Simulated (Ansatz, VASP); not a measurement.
One calculation of TiO2, two programs

```
CELL_PARAMETERS angstrom
4.57864 0.00000 0.00000
0.00000 4.57864 0.00000
0.00000 0.00000 2.94910
ATOMIC_POSITIONS crystal
Ti 0.00000 0.00000 0.00000
Ti 0.50000 0.50000 0.50000
O 0.30600 0.30600 0.00000
O 0.19400 0.80600 0.50000
O 0.69400 0.69400 0.00000
O 0.80600 0.19400 0.50000
```

Change from the starting cell: volume scaled by 0.99, crystal datasets.

Alike in both runs: task electric field gradients; functional LDA; k mesh 7 × 7 × 10; occupations fermi-dirac, width 0.05 eV; no spin polarisation.

|  | VASP | Ansatz |
| --- | --- | --- |
| version | VASP 6.6.1 | Ansatz 0.2.0 |
| potentials or method | VASP PAW LDA potentials, release 64 (Ti_sv, O), cutoff 520 eV | all-electron PAW with datasets made for the crystal, scalar-relativistic |

|  | VASP | Ansatz | Ansatz less VASP |
| --- | --- | --- | --- |
| gap on the k mesh at the Fermi level (eV) | 1.85 | 1.87 | +0.024 |
| pressure (GPa) | -4.4 | -5.3 | -0.99 |
| traceless stress, the component that is largest in VASP (GPa) | -1.40 | -1.69 | -0.289 |
| rms of the force components (eV/Å) | 0.089 | 0.072 | -0.0166 |
| size of Vzz on the site where it differs most (V/Å²) | 25.8 | 24.4 | -1.36 |

LDA's correlation is that of Perdew and Zunger in VASP and of Perdew and Wang (1992) in Ansatz. Atom by atom the forces differ by 0.017 eV/Å (rms over components). Ansatz ran all-electron here, and VASP with PAW potentials.
